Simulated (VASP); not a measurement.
Here is a VASP 6.6.1 calculation.

The input INCAR:

```
ALGO = Normal
EDIFF = 1E-6
ENCUT = 520
GGA = PE
ISIF = 2
ISMEAR = 0
LASPH = True
LCHARG = False
LREAL = False
LWAVE = False
NBANDS = 28
NELM = 100
PREC = Accurate
SIGMA = 0.02
```

Contents of KPOINTS:

```
k-points
0
Gamma
  8 8 8
```

The input POSCAR:

```
BaTiO3
1.0
    4.0590452987      0.0000000000      0.0000000000
    0.0000000000      4.0590452987      0.0000000000
    0.0000000000      0.0000000000      4.0590452987
Ba Ti O
1 1 3
Direct
    0.5000000000      0.5000000000      0.5000000000
    0.0000000000      0.0000000000      0.0000000000
    0.5000000000      0.0000000000      0.0000000000
    0.0000000000      0.5000000000      0.0000000000
    0.0000000000      0.0000000000      0.5000000000
```

Potentials or basis: VASP PAW PBE potentials, release 64 (Ba_sv, Ti_sv, O).

Run with:

```console
$ cat potpaw_PBE.64/Ba_sv/POTCAR potpaw_PBE.64/Ti_sv/POTCAR potpaw_PBE.64/O/POTCAR > POTCAR
$ mpirun -np 1 vasp_std > vasp.out
```

What does it give for the band gap on the k mesh?

1.66 eV, indirect (least direct gap 1.84 eV).

Predict the pressure.

-3.0 GPa.

Caveat: spin-orbit coupling is left out, which moves the levels of the heavy elements. A k mesh can miss the band edges.
